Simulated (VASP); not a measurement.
# Bi (R-3m) in VASP: single point with r2SCAN

Aim: the single point of Bi with r2SCAN.

All numbers are computed with VASP 6.6.1; they aren't measurements. Logs are shortened: lines on timing, memory, paths and dates and some standing lists are left out, and cuts for length are marked.

## Step 1: The cell of the first run

Symmetry: R-3m, No. 166, trigonal system. Conventional cell: a = 4.521 Å, b = 4.521 Å, c = 11.995 Å, α = 90.00°, β = 90.00°, γ = 120.00°. Bi (site symmetry 3m) has 6 Bi at 3.07 to 3.54 Å within 4.0 Å.

## Step 2: Single point, r2SCAN

Input file POSCAR:

```
Bi
1.0
    2.2604732702      1.3050848510      3.9982810748
   -2.2604732702      1.3050848510      3.9982810748
    0.0000000000     -2.6101697020      3.9982810748
Bi
2
Direct
    0.2336737674      0.2336737674      0.2336737674
    0.7663262326      0.7663262326      0.7663262326
```

Input file INCAR.step1:

```
ALGO = Normal ; EDIFF = 1E-4
ENCUT = 520 ; GGA = PE
ISMEAR = 0 ; LASPH = T
LCHARG = F ; LREAL = F
LWAVE = T ; NBANDS = 22
NELM = 60 ; PREC = Accurate
SIGMA = 0.05
```

Input file INCAR.step2:

```
ALGO = Normal ; EDIFF = 1E-6
ENCUT = 520 ; ISIF = 2
ISMEAR = 0 ; ISTART = 1
LASPH = T ; LCHARG = F
LMIXTAU = T ; LREAL = F
LWAVE = F ; METAGGA = R2SCAN
NBANDS = 22 ; NELM = 60
PREC = Accurate ; SIGMA = 0.05
```

Input file KPOINTS:

```
k-points
0
Gamma
  10 10 10
```

Potentials or basis: VASP PAW PBE potentials, release 64 (Bi_d).

Command:

```bash
$ cat potpaw_PBE.64/Bi_d/POTCAR > POTCAR
$ cp INCAR.step1 INCAR
$ mpirun -np 1 vasp_std > vasp.out
$ cp INCAR.step2 INCAR
$ mpirun -np 1 vasp_std > vasp.out
```

OUTCAR:

```text
EDIFF = 1E-6
   ENCUT = 520
   ISIF = 2
   ISMEAR = 0
   ISTART = 1
   LASPH = T
   LREAL = F
   METAGGA = R2SCAN
   NELM = 60
   PREC = Accurate

 ion  position               nearest neighbor table
   1  0.234  0.234  0.234-   2 3.07   2 3.07   2 3.07   2 3.54   2 3.54   2 3.54
   2  0.766  0.766  0.766-   1 3.07   1 3.07   1 3.07   1 3.54   1 3.54   1 3.54

  LATTYP: Found a trigonal (rhomboedric) cell.
 ALAT       =     4.7748547022
 COS(alpha) =     0.5517622533

  Lattice vectors:

 A1 = (   2.2604732702,   1.3050848510,   3.9982810748)
 A2 = (  -2.2604732702,   1.3050848510,   3.9982810748)
 A3 = (   0.0000000000,  -2.6101697020,   3.9982810748)

Analysis of symmetry for initial positions (statically):
=====================================================================
 Subroutine PRICEL returns:
 Original cell was already a primitive cell.

 Routine SETGRP: Setting up the symmetry group for a
 trigonal (rhombohedral) supercell.

 Subroutine GETGRP returns: Found 12 space group operations
 (whereof 12 operations were pure point group operations)
 out of a pool of 12 trial point group operations.

The static configuration has the point symmetry D_3d.

Analysis of symmetry for dynamics (positions and initial velocities):
=====================================================================
 Subroutine PRICEL returns:
 Original cell was already a primitive cell.

 Routine SETGRP: Setting up the symmetry group for a
 trigonal (rhombohedral) supercell.

 Subroutine GETGRP returns: Found 12 space group operations
 (whereof 12 operations were pure point group operations)
 out of a pool of 12 trial point group operations.

The dynamic configuration has the point symmetry D_3d.

 Subroutine INISYM returns: Found 12 space group operations
 (whereof 12 operations are pure point group operations),
 and found     1 'primitive' translations

----------------------------------------------------------------------------------------

                                     Primitive cell

  volume of cell :      70.7722

  direct lattice vectors                    reciprocal lattice vectors
     2.260473270  1.305084851  3.998281075     0.221192618  0.127705617  0.083369160
    -2.260473270  1.305084851  3.998281075    -0.221192618  0.127705617  0.083369160
     0.000000000 -2.610169702  3.998281075     0.000000000 -0.255411235  0.083369160

  length of vectors
     4.774854702  4.774854702  4.774854702     0.268673251  0.268673251  0.268673251

  position of ions in fractional coordinates (direct lattice)
     0.233673767  0.233673767  0.233673767
     0.766326233  0.766326233  0.766326233

  ion indices of the primitive-cell ions
   primitive index   ion index
                 1           1
                 2           2

----------------------------------------------------------------------------------------

 KPOINTS: k-points

Automatic generation of k-mesh.
 Grid dimensions read from file:
 generate k-points for:   10   10   10

 Generating k-lattice:

  Cartesian coordinates                     Fractional coordinates (reciprocal lattice)
     0.022119262  0.012770562  0.008336916     0.100000000  0.000000000 -0.000000000
    -0.022119262  0.012770562  0.008336916     0.000000000  0.100000000 -0.000000000
     0.000000000 -0.025541123  0.008336916    -0.000000000 -0.000000000  0.100000000

  Length of vectors
     0.026867325  0.026867325  0.026867325

  Shift w.r.t. Gamma in fractional coordinates (k-lattice)
     0.000000000  0.000000000  0.000000000

 Subroutine IBZKPT returns following result:
 ===========================================

 Found    116 irreducible k-points:

 Following reciprocal coordinates:
            Coordinates               Weight
  0.000000  0.000000  0.000000      1.000000
  0.100000  0.000000  0.000000      6.000000
  0.200000  0.000000  0.000000      6.000000
  0.300000  0.000000  0.000000      6.000000
  0.400000  0.000000  0.000000      6.000000
  0.500000  0.000000  0.000000      3.000000
[... 16 lines left out ...]
  0.300000  0.300000  0.000000      6.000000
  0.400000  0.300000  0.000000     12.000000
 [... further k-points ...]
   k-points           NKPTS =    116   k-points in BZ     NKDIM =    116   number of bands    NBANDS=     22
   number of dos      NEDOS =    301   number of ions     NIONS =      2
   total plane-waves  NPLWV =  46656
   dimension x,y,z NGX =    36 NGY =   36 NGZ =   36
   dimension x,y,z NGXF=    72 NGYF=   72 NGZF=   72
   ions per type =               2
   NGX,Y,Z   is equivalent  to a cutoff of  12.53, 12.53, 12.53 a.u.
   NGXF,Y,Z  is equivalent  to a cutoff of  25.07, 25.07, 25.07 a.u.
 SYSTEM =  unknown system
   PREC   = accura    normal or accurate (medium, high low for compatibility)
   ISTART =      1    job   : 0-new  1-cont  2-samecut
   ICHARG =      0    charge: 1-file 2-atom 10-const
   ISPIN  =      1    spin polarized calculation?
   LNONCOLLINEAR =      F non collinear calculations
   LSORBIT =      F    spin-orbit coupling
   LASPH  =      T    aspherical Exc in radial PAW
   ENCUT  =  520.0 eV  38.22 Ry    6.18 a.u.   8.88  8.88  8.88*2*pi/ulx,y,z
   NELM   =     60;   NELMIN=  2; NELMDL=  0     # of ELM steps
   EDIFF  = 0.1E-05   stopping-criterion for ELM
   LREAL  =      F    real-space projection
   EDIFFG = 0.1E-04   stopping-criterion for IOM
   NSW    =      0    number of steps for IOM
   IBRION =     -1    ionic relax: 0-MD 1-quasi-New 2-CG
   NFREE  =      0    steps in history (QN), initial steepest desc. (CG)
   ISIF   =      2    stress and relaxation
   ISYM   =      2    0-nonsym 1-usesym 2-fastsym
   POTIM  = 0.5000    time-step for ionic-motion
   TEBEG  =    0.0;   TEEND  =   0.0 temperature during run
   PSTRESS=    0.0 pullay stress
   NELECT =      30.0000    total number of electrons
   NUPDOWN=      -1.0000    fix difference up-down
   EMIN   =  10.00;   EMAX   =-10.00  energy-range for DOS
   EFERMI =   0.00;   METHOD = LEGACY
   ISMEAR =     0;   SIGMA  =   0.05  broadening in eV -4-tet -1-fermi 0-gaus
   EFERMI_NEDOS =   21; number of points for ismear=-14 and -15
   IALGO  =     38    algorithm
   IMIX   =      4    mixing-type and parameters
     AMIX     =   0.40;   BMIX     =  1.00
     AMIX_MAG =   1.60;   BMIX_MAG =  1.00
  volume/ion in A,a.u.               =      35.39       238.80
  Fermi-wavevector in a.u.,A,eV,Ry     =   1.229781  2.323949 20.576916  1.512361
  Thomas-Fermi vector in A             =   2.364655
   LORBIT       =      0    0 simple, 1 ext, 2 COOP (PROOUT), +10 PAW based schemes
   METAGGA = R2SCAN    functional components
   LHFCALC =     F    Hartree Fock is set to
   AEXX    =    0.0000 exact exchange contribution
   IVDW    =     0    specifies the selected vdW correction
   LEPSILON=     F    determine dielectric tensor
   LRPA    =     F    only Hartree local field effects (RPA)
 non-spin polarized calculation
 Gauss-broadening in eV      SIGMA  =   0.05
  energy-cutoff  :      520.00
  volume of cell :       70.77
 maximum number of plane-waves:      1932
   NGX = 17   NGY = 17   NGZ = 17

 number of electron      30.0000005 magnetization

 Free energy of the ion-electron system (eV)
  ---------------------------------------------------
  ext. energy  EPLUGINS =         0.00000000
  ---------------------------------------------------
  free energy    TOTEN  =      -116.99707884 eV

  energy without entropy =     -116.99660912  energy(sigma->0) =     -116.99684398

 E-fermi :   6.2162     XC(G=0): -10.1677

 val. band max:        6.2093088924   @ k =   0.4000   0.2000   0.2000
 cond. band min:       6.2437445724   @ k =   0.4000   0.1000   0.1000
 fundamental gap:      0.0344356800
 Fermi energy:         6.2162384443

 k-point     1 :       0.0000    0.0000    0.0000
  band No.  band energies     occupation
      1     -17.4478      2.00000
      2     -17.4478      2.00000
      3     -17.2826      2.00000
      4     -17.2826      2.00000
      5     -17.2629      2.00000
      6     -17.0773      2.00000
[... 14 lines left out ...]
     21      12.4751      0.00000
     22      12.9225      0.00000

 k-point     2 :       0.1000    0.0000    0.0000
  band No.  band energies     occupation
      1     -17.4402      2.00000
      2     -17.4378      2.00000
      3     -17.2792      2.00000
      4     -17.2764      2.00000
      5     -17.2577      2.00000
      6     -17.0824      2.00000
[... 14 lines left out ...]
     21      12.5669      0.00000
     22      13.6994      0.00000

 k-point     3 :       0.2000    0.0000    0.0000
  band No.  band energies     occupation
      1     -17.4188      2.00000
      2     -17.4086      2.00000
      3     -17.2707      2.00000
      4     -17.2588      2.00000
      5     -17.2418      2.00000
      6     -17.0992      2.00000
[... 14 lines left out ...]
     21      13.0265      0.00000
     22      15.3179      0.00000

 k-point     4 :       0.3000    0.0000    0.0000
  band No.  band energies     occupation
      1     -17.3886      2.00000
      2     -17.3634      2.00000
      3     -17.2604      2.00000
      4     -17.2325      2.00000
      5     -17.2163      2.00000
      6     -17.1287      2.00000
[... 14 lines left out ...]
     21      13.9082      0.00000
     22      16.9272      0.00000

 k-point     5 :       0.4000    0.0000    0.0000
  band No.  band energies     occupation
      1     -17.3593      2.00000
      2     -17.3081      2.00000
      3     -17.2516      2.00000
      4     -17.2019      2.00000
      5     -17.1934      2.00000
      6     -17.1599      2.00000
[... 14 lines left out ...]
     21      15.1213      0.00000
     22      16.1981      0.00000

 k-point     6 :       0.5000    0.0000    0.0000
  band No.  band energies     occupation
      1     -17.3463      2.00000
      2     -17.2670      2.00000
      3     -17.2474      2.00000
      4     -17.2173      2.00000
      5     -17.1775      2.00000
      6     -17.1625      2.00000
[... 14 lines left out ...]
     21      15.9581      0.00000
     22      16.1155      0.00000

 k-point     7 :       0.1000    0.1000    0.0000
  band No.  band energies     occupation
      1     -17.4464      2.00000
      2     -17.4272      2.00000
      3     -17.2814      2.00000
      4     -17.2733      2.00000
      5     -17.2558      2.00000
      6     -17.0843      2.00000
[... 324 lines left out ...]
      6     -17.1755      2.00000
[... 14 lines left out ...]
     21      14.6056      0.00000
     22      16.9208      0.00000

 k-point    21 :      -0.3000    0.2000    0.0000
  band No.  band energies     occupation
      1     -17.3918      2.00000
      2     -17.2648      2.00000
      3     -17.2438      2.00000
      4     -17.2229      2.00000
      5     -17.2014      2.00000
      6     -17.1542      2.00000
[... 14 lines left out ...]
     21      15.2929      0.00000
     22      16.1742      0.00000

 k-point    22 :      -0.2000    0.2000    0.0000
  band No.  band energies     occupation
      1     -17.4093      2.00000
      2     -17.3188      2.00000
      3     -17.2550      2.00000
      4     -17.2423      2.00000
      5     -17.1866      2.00000
      6     -17.1611      2.00000
[... 14 lines left out ...]
     21      14.9034      0.00000
     22      15.8575      0.00000

 k-point    23 :       0.3000    0.3000    0.0000
  band No.  band energies     occupation
      1     -17.4381      2.00000
      2     -17.3146      2.00000
      3     -17.2865      2.00000
      4     -17.2173      2.00000
      5     -17.2081      2.00000
      6     -17.1331      2.00000
[... 14 lines left out ...]
     21      15.0408      0.00000
     22      15.2371      0.00000

 k-point    24 :       0.4000    0.3000    0.0000
  band No.  band energies     occupation
      1     -17.4287      2.00000
      2     -17.2927      2.00000
      3     -17.2817      2.00000
      4     -17.2107      2.00000
      5     -17.1896      2.00000
      6     -17.1488      2.00000
[... 14 lines left out ...]
     21      15.9291      0.00000
     22      16.0498      0.00000

 [... further k-points ...]
[... 5 lines left out ...]
  --------------------------------------------------------------------------------------
  -------------------------------------------------------------------------------------
  Total        0.4221442      0.4221442      0.4532370     -0.0000000      0.0000000      0.0000000
  in kB        9.5567161      9.5567161     10.2606120     -0.0000000      0.0000000      0.0000000
  external PRESSURE =       9.7913480 kB  Pullay stress =       0.0000000 kB

 VOLUME and BASIS-vectors are now :
 -----------------------------------------------------------------------------
  energy-cutoff  :      520.00
  volume of cell :       70.77
      direct lattice vectors                 reciprocal lattice vectors
     2.260473270  1.305084851  3.998281075     0.221192618  0.127705617  0.083369160
    -2.260473270  1.305084851  3.998281075    -0.221192618  0.127705617  0.083369160
     0.000000000 -2.610169702  3.998281075     0.000000000 -0.255411235  0.083369160

 POSITION                                       TOTAL-FORCE (eV/Angst)
 -----------------------------------------------------------------------------------
      0.00000      0.00000      2.80288         0.000000      0.000000      0.004307
      0.00000      0.00000      9.19196         0.000000      0.000000     -0.004307
 -----------------------------------------------------------------------------------
    total drift:                                0.000000      0.000000     -0.000000

  FREE ENERGIE OF THE ION-ELECTRON SYSTEM (eV)
  ---------------------------------------------------
  free  energy   TOTEN  =      -116.9970788389 eV

  energy  without entropy=     -116.9966091216  energy(sigma->0) =     -116.99684398
```

Wall time 7 min (1 thread of Intel Xeon Platinum 8259CL at 2.50GHz (Skylake/Cascade Lake), shared host); peak memory 0.3 GiB.

Results:

```
Free energy            : -116.9971 eV
Pressure               : 1.0 GPa
Largest force          : 0.004 eV/Å
Band gap on the k mesh : zero (bands 15 and 16 overlap by 0.13 eV)
```

Forces on the atoms (eV/Å):
```
Bi   0.000  0.000  0.004
Bi   0.000  0.000 -0.004
```

Caveat: the PAW data sets were made with another functional, which shifts forces and pressure a little; spin-orbit coupling is left out, which moves the levels of the heavy elements.
